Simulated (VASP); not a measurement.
# AgCl in VASP: further runs

AgCl is run at these levels: PBE; tasks: single point.

Program: VASP 6.6.1. These are calculated values, not measurements. Logs are shortened: lines on timing, memory, paths and dates and some standing lists are left out, and cuts for length are marked.

### 1 The cell of the first run

Symmetry: R-3m, No. 166, trigonal system. Conventional cell: a = 3.883 Å, b = 3.883 Å, c = 9.799 Å, α = 90.00°, β = 90.00°, γ = 120.00°. Within 3.7 Å of Ag (site symmetry -3m) lie 6 Cl at 2.77 Å. Cl (site symmetry -3m) has 6 Ag at 2.77 Å within 3.7 Å.

### 2 Single point, PBE (equal xy, yz and zx shear strains of +2 %)

Input file INCAR:

```
ALGO     = Normal         # electronic algorithm
EDIFF    = 1E-7           # SCF threshold, eV
ENCUT    = 520            # plane-wave cutoff, eV
GGA      = PE             # functional
ISIF     = 2              # what is computed and relaxed
ISMEAR   = -1             # smearing method
LASPH    = T              # aspherical terms in the spheres
LCHARG   = F              # write CHGCAR
LREAL    = F              # projectors in reciprocal space
LWAVE    = F              # write WAVECAR
NBANDS   = 16             # bands
NELM     = 80             # most SCF steps
PREC     = Accurate       # precision mode
SIGMA    = 0.02           # smearing width, eV
```

Input file KPOINTS:

```
k-points
0
Gamma
  8 8 8
```

Input file POSCAR:

```
AgCl
1.0
    0.0554630000      2.8008815000      2.8008815000
    2.8008815000      0.0554630000      2.8008815000
    2.8008815000      2.8008815000      0.0554630000
Ag Cl
1 1
Direct
    0.5000000000      0.5000000000      0.5000000000
    0.0000000000      0.0000000000      0.0000000000
```

Potentials or basis: VASP PAW PBE potentials, release 64 (Ag, Cl).

Command:

```bash
$ cat potpaw_PBE.64/Ag/POTCAR potpaw_PBE.64/Cl/POTCAR > POTCAR
$ mpirun -np 1 vasp_std > vasp.out
```

OUTCAR:

```text
EDIFF = 1E-7
   ENCUT = 520
   GGA = PE
   ISIF = 2
   ISMEAR = -1
   LASPH = T
   LREAL = F
   NELM = 80
   PREC = Accurate

 ion  position               nearest neighbor table
   1  0.500  0.500  0.500-   2 2.77   2 2.77   2 2.77   2 2.77   2 2.77   2 2.77
   2  0.000  0.000  0.000-   1 2.77   1 2.77   1 2.77   1 2.77   1 2.77   1 2.77

  LATTYP: Found a trigonal (rhomboedric) cell.
 ALAT       =     3.9614328845
 COS(alpha) =     0.5197000882

  Lattice vectors:

 A1 = (   0.0554630000,   2.8008815000,   2.8008815000)
 A2 = (   2.8008815000,   0.0554630000,   2.8008815000)
 A3 = (   2.8008815000,   2.8008815000,   0.0554630000)

Analysis of symmetry for initial positions (statically):
=====================================================================
 Subroutine PRICEL returns:
 Original cell was already a primitive cell.

 Routine SETGRP: Setting up the symmetry group for a
 trigonal (rhombohedral) supercell.

 Subroutine GETGRP returns: Found 12 space group operations
 (whereof 12 operations were pure point group operations)
 out of a pool of 12 trial point group operations.

The static configuration has the point symmetry D_3d.

Analysis of symmetry for dynamics (positions and initial velocities):
=====================================================================
 Subroutine PRICEL returns:
 Original cell was already a primitive cell.

 Routine SETGRP: Setting up the symmetry group for a
 trigonal (rhombohedral) supercell.

 Subroutine GETGRP returns: Found 12 space group operations
 (whereof 12 operations were pure point group operations)
 out of a pool of 12 trial point group operations.

The dynamic configuration has the point symmetry D_3d.

 Subroutine INISYM returns: Found 12 space group operations
 (whereof 12 operations are pure point group operations),
 and found     1 'primitive' translations

----------------------------------------------------------------------------------------

                                     Primitive cell

  volume of cell :      42.6403

  direct lattice vectors                    reciprocal lattice vectors
     0.055463000  2.800881500  2.800881500    -0.183907102  0.180336091  0.180336091
     2.800881500  0.055463000  2.800881500     0.180336091 -0.183907102  0.180336091
     2.800881500  2.800881500  0.055463000     0.180336091  0.180336091 -0.183907102

  length of vectors
[... 79 lines left out ...]
   LASPH  =      T    aspherical Exc in radial PAW
   ENCUT  =  520.0 eV  38.22 Ry    6.18 a.u.   7.37  7.37  7.37*2*pi/ulx,y,z
   NELM   =     80;   NELMIN=  2; NELMDL= -5     # of ELM steps
   EDIFF  = 0.1E-06   stopping-criterion for ELM
   LREAL  =      F    real-space projection
   EDIFFG = 0.1E-05   stopping-criterion for IOM
   NSW    =      0    number of steps for IOM
   IBRION =     -1    ionic relax: 0-MD 1-quasi-New 2-CG
   NFREE  =      0    steps in history (QN), initial steepest desc. (CG)
   ISIF   =      2    stress and relaxation
   ISYM   =      2    0-nonsym 1-usesym 2-fastsym
   POTIM  = 0.5000    time-step for ionic-motion
   TEBEG  =    0.0;   TEEND  =   0.0 temperature during run
   PSTRESS=    0.0 pullay stress
   NELECT =      18.0000    total number of electrons
   NUPDOWN=      -1.0000    fix difference up-down
   EMIN   =  10.00;   EMAX   =-10.00  energy-range for DOS
   EFERMI =   0.00;   METHOD = LEGACY
   ISMEAR =    -1;   SIGMA  =   0.02  broadening in eV -4-tet -1-fermi 0-gaus
   EFERMI_NEDOS =   21; number of points for ismear=-14 and -15
   IALGO  =     38    algorithm
   IMIX   =      4    mixing-type and parameters
     AMIX     =   0.40;   BMIX     =  1.00
     AMIX_MAG =   1.60;   BMIX_MAG =  1.00
  volume/ion in A,a.u.               =      21.32       143.88
  Fermi-wavevector in a.u.,A,eV,Ry     =   1.228077  2.320728 20.519927  1.508172
  Thomas-Fermi vector in A             =   2.363016
   LORBIT       =      0    0 simple, 1 ext, 2 COOP (PROOUT), +10 PAW based schemes
   GGA     = PE    functional components
   LHFCALC =     F    Hartree Fock is set to
   AEXX    =    0.0000 exact exchange contribution
   IVDW    =     0    specifies the selected vdW correction
   LEPSILON=     F    determine dielectric tensor
   LRPA    =     F    only Hartree local field effects (RPA)
 non-spin polarized calculation
  energy-cutoff  :      520.00
  volume of cell :       42.64
 maximum number of plane-waves:      1177
 NGX is ok and might be reduce to    30
   NGX = 15   NGY = 15   NGZ = 15

 number of electron      18.0000003 magnetization

 Free energy of the ion-electron system (eV)
  ---------------------------------------------------
  ext. energy  EPLUGINS =         0.00000000
  ---------------------------------------------------
  free energy    TOTEN  =        -5.39343225 eV

  energy without entropy =       -5.39343225  energy(sigma->0) =       -5.39343225

 E-fermi :   4.2847     XC(G=0):  -9.9675

 val. band max:        3.8464507742   @ k =   0.5000   0.0000   0.0000
 cond. band min:       4.7255341446   @ k =   0.0000   0.0000   0.0000
 fundamental gap:      0.8790833703
 Fermi energy:         4.2847034156

 k-point     1 :       0.0000    0.0000    0.0000
  band No.  band energies     occupation
      1     -11.3282      2.00000
      2       1.3488      2.00000
      3       1.3863      2.00000
      4       1.3863      2.00000
      5       1.4094      2.00000
      6       1.4282      2.00000
[... 433 lines left out ...]
      3      -0.0888      2.00000
      4       0.1817      2.00000
      5       1.5843      2.00000
      6       1.6472      2.00000
[... 8 lines left out ...]
     15      17.3550      0.00000
     16      17.5760      0.00000

 [... further k-points ...]

------------------------ aborting loop because EDIFF is reached ----------------------------------------

  FORCE on cell =-STRESS in cart. coord.  units (eV):
  Direction    XX          YY          ZZ          XY          YZ          ZX
  --------------------------------------------------------------------------------------
  -------------------------------------------------------------------------------------
  Total        0.3905135      0.3905135      0.3905135     -0.0293745     -0.0293745     -0.0293745
  in kB       14.6732372     14.6732372     14.6732372     -1.1037226     -1.1037226     -1.1037226
  external PRESSURE =      14.6732372 kB  Pullay stress =       0.0000000 kB

 VOLUME and BASIS-vectors are now :
 -----------------------------------------------------------------------------
  energy-cutoff  :      520.00
  volume of cell :       42.64
      direct lattice vectors                 reciprocal lattice vectors
     0.055463000  2.800881500  2.800881500    -0.183907102  0.180336091  0.180336091
     2.800881500  0.055463000  2.800881500     0.180336091 -0.183907102  0.180336091
     2.800881500  2.800881500  0.055463000     0.180336091  0.180336091 -0.183907102

 POSITION                                       TOTAL-FORCE (eV/Angst)
 -----------------------------------------------------------------------------------
      2.82861      2.82861      2.82861        -0.000000      0.000000      0.000000
      0.00000      0.00000      0.00000         0.000000     -0.000000     -0.000000
 -----------------------------------------------------------------------------------
    total drift:                                0.000000      0.000000      0.000000

  FREE ENERGIE OF THE ION-ELECTRON SYSTEM (eV)
  ---------------------------------------------------
  free  energy   TOTEN  =        -5.3934322485 eV

  energy  without entropy=       -5.3934322485  energy(sigma->0) =       -5.39343225
```

stdout:

```text
POSCAR found type information on POSCAR AgCl
 POSCAR found :  2 types and       2 ions
 scaLAPACK will be used
 LDA part: xc-table for (Slater+PW92), standard interpolation
 POSCAR, INCAR and KPOINTS ok, starting setup
 FFT: planning ... GRIDC
 FFT: planning ... GRID_SOFT
 FFT: planning ... GRID
 WAVECAR not read
 entering main loop
```

Run time: 26 s. Hardware: 1 thread of Intel Xeon Platinum 8488C (Sapphire Rapids), shared host; peak memory 0.19 GiB.

What came out:

```yaml
Free_energy: -5.3934 eV
Pressure: 1.5 GPa
Band_gap_on_the_k_mesh: 0.88 eV, indirect (least direct gap 3.16 eV)
```

Stress tensor (GPa, compression positive):
```
 1.47 -0.11 -0.11
-0.11  1.47 -0.11
-0.11 -0.11  1.47
```

Caveat: the cell differs from its parent crystal (equal xy, yz and zx shear strains of +2 %). A k mesh can miss the band edges.

### 3 Single point, PBE (volume scaled by 0.94)

Input file INCAR:

```
PREC     = Accurate       # precision mode
ENCUT    = 520            # plane-wave cutoff, eV
EDIFF    = 1E-7           # SCF threshold, eV
ISMEAR   = -1             # smearing method
SIGMA    = 0.02           # smearing width, eV
LREAL    = False          # projectors in reciprocal space
LASPH    = True           # aspherical terms in the spheres
NELM     = 80             # most SCF steps
ALGO     = Normal         # electronic algorithm
ISIF     = 2              # what is computed and relaxed
LWAVE    = False          # write WAVECAR
LCHARG   = False          # write CHGCAR
GGA      = PE             # functional
NBANDS   = 16             # bands
```

Input file KPOINTS:

```
Automatic mesh
0
Gamma
  8 8 8
```

Input file POSCAR:

```
AgCl
1.0
    0.0000000000      2.7165392174      2.7165392174
    2.7165392174      0.0000000000      2.7165392174
    2.7165392174      2.7165392174      0.0000000000
Ag Cl
1 1
Direct
    0.5000000000      0.5000000000      0.5000000000
    0.0000000000      0.0000000000      0.0000000000
```

Potentials or basis: VASP PAW PBE potentials, release 64 (Ag, Cl).

Command:

```bash
$ cat potpaw_PBE.64/Ag/POTCAR potpaw_PBE.64/Cl/POTCAR > POTCAR
$ mpirun -np 1 vasp_std > vasp.out
```

Run time: 9.2 s. Hardware: 1 thread of Intel Xeon 6975P-C (Granite Rapids), shared host; peak memory 0.17 GiB.

Results (log left out):

```
Free energy            : -5.3425 eV
Pressure               : 5.1 GPa
Band gap on the k mesh : 0.90 eV, indirect (least direct gap 3.39 eV)
```

Levels at points of the mesh, in eV from the valence-band top:
| k point | band 7 | band 8 | band 9 | band 10 | band 11 | band 12 |
| --- | --- | --- | --- | --- | --- | --- |
| (0.00, 0.00, 0.00) | -2.59 | -2.59 | -2.59 | 0.90 | 10.83 | 10.83 |
| (0.50, 0.00, 0.00) | -1.93 | 0.00 | 0.00 | 4.07 | 6.89 | 7.55 |
| (0.50, 0.50, 0.00) | -2.14 | -2.14 | -2.01 | 2.28 | 7.93 | 8.84 |

### 4 Single point, PBE (volume scaled by 0.98)

Input file INCAR:

```
  PREC = Accurate
  ENCUT = 520
  EDIFF = 1E-6
  ISMEAR = -1
  SIGMA = 0.02
  LREAL = False
  LASPH = True
  NELM = 60
  ALGO = Normal
  ISIF = 2
  LWAVE = False
  LCHARG = False
  GGA = PE
  NBANDS = 16
```

KPOINTS is that of step 3.

Input file POSCAR:

```
AgCl
1.0
    0.0000000000      2.7545376942      2.7545376942
    2.7545376942      0.0000000000      2.7545376942
    2.7545376942      2.7545376942      0.0000000000
Ag Cl
1 1
Direct
    0.5000000000      0.5000000000      0.5000000000
    0.0000000000      0.0000000000      0.0000000000
```

Command:

```bash
$ cat potpaw_PBE.64/Ag/POTCAR potpaw_PBE.64/Cl/POTCAR > POTCAR
$ mpirun -np 1 vasp_std > vasp.out
```

It took 8.7 s on 1 thread of Intel Xeon 6975P-C (Granite Rapids), shared host; peak memory 0.17 GiB.

Results (log left out):

- Free energy: -5.3834 eV
- Pressure: 2.5 GPa
- Band gap on the k mesh: 0.90 eV, indirect (least direct gap 3.25 eV)

Levels at points of the mesh, in eV from the valence-band top:
```tsv
k point	band 5	band 6	band 7	band 8	band 9	band 10	band 11	band 12	band 13	band 14
(0.00, 0.00, 0.00)	-2.48	-2.48	-2.41	-2.41	-2.41	0.90	10.85	10.85	10.85	12.35
(0.50, 0.00, 0.00)	-2.14	-2.14	-1.81	0.00	0.00	4.19	6.65	7.64	7.64	13.66
(0.50, 0.50, 0.00)	-2.87	-2.28	-2.01	-2.01	-1.91	2.35	8.00	8.70	11.62	11.62
```

 A k mesh can miss the band edges.

### 5 Single point, PBE (volume scaled by 0.96)

Input file INCAR:

```
PREC     = Accurate       # precision mode
ENCUT    = 520            # plane-wave cutoff, eV
EDIFF    = 1E-6           # SCF threshold, eV
ISMEAR   = -1             # smearing method
SIGMA    = 0.02           # smearing width, eV
LREAL    = False          # projectors in reciprocal space
LASPH    = True           # aspherical terms in the spheres
NELM     = 60             # most SCF steps
ALGO     = Normal         # electronic algorithm
ISIF     = 2              # what is computed and relaxed
LWAVE    = False          # write WAVECAR
LCHARG   = False          # write CHGCAR
GGA      = PE             # functional
NBANDS   = 16             # bands
```

Input file KPOINTS:

```
regular mesh
0
Gamma
  8 8 8
```

Input file POSCAR:

```
AgCl
1.0
    0.0000000000      2.7356704056      2.7356704056
    2.7356704056      0.0000000000      2.7356704056
    2.7356704056      2.7356704056      0.0000000000
Ag Cl
1 1
Direct
    0.5000000000      0.5000000000      0.5000000000
    0.0000000000      0.0000000000      0.0000000000
```

Command:

```bash
$ cat potpaw_PBE.64/Ag/POTCAR potpaw_PBE.64/Cl/POTCAR > POTCAR
$ mpirun -np 1 vasp_std > vasp.out
```

Run time: 8.7 s. Hardware: 1 thread of Intel Xeon 6975P-C (Granite Rapids), shared host; peak memory 0.17 GiB.

Results (log left out):

- Free energy: -5.3664 eV
- Pressure: 3.7 GPa
- Band gap on the k mesh: 0.90 eV, indirect (least direct gap 3.32 eV)

Levels at points of the mesh, in eV from the valence-band top:
| k point | band 6 | band 7 | band 8 | band 9 | band 10 | band 11 | band 12 | band 13 |
| --- | --- | --- | --- | --- | --- | --- | --- | --- |
| (0.00, 0.00, 0.00) | -2.57 | -2.49 | -2.49 | -2.49 | 0.90 | 10.84 | 10.84 | 10.84 |
| (0.50, 0.00, 0.00) | -2.20 | -1.87 | 0.00 | 0.00 | 4.13 | 6.76 | 7.59 | 7.59 |
| (0.50, 0.50, 0.00) | -2.36 | -2.07 | -2.07 | -1.96 | 2.31 | 7.97 | 8.77 | 11.72 |

### 6 The runs side by side

| cell | gap on the mesh (eV) | pressure (GPa) |
| --- | --- | --- |
| a = 3.961 Å, angles 58.7°, 2 atoms | 0.88 | 1.5 |
| a = 3.842 Å, angles 60.0°, 2 atoms | 0.90 | 5.1 |
| a = 3.896 Å, angles 60.0°, 2 atoms | 0.90 | 2.5 |
| a = 3.869 Å, angles 60.0°, 2 atoms | 0.90 | 3.7 |

Alike in all rows: task single point; level PBE; potentials or basis VASP PAW PBE potentials, release 64 (Ag, Cl); no spin polarisation; k mesh 8 × 8 × 8; cutoff (eV) 520; smearing fermi-dirac 0.02 eV.

Absolute energies hang on the potentials; compare differences alone.
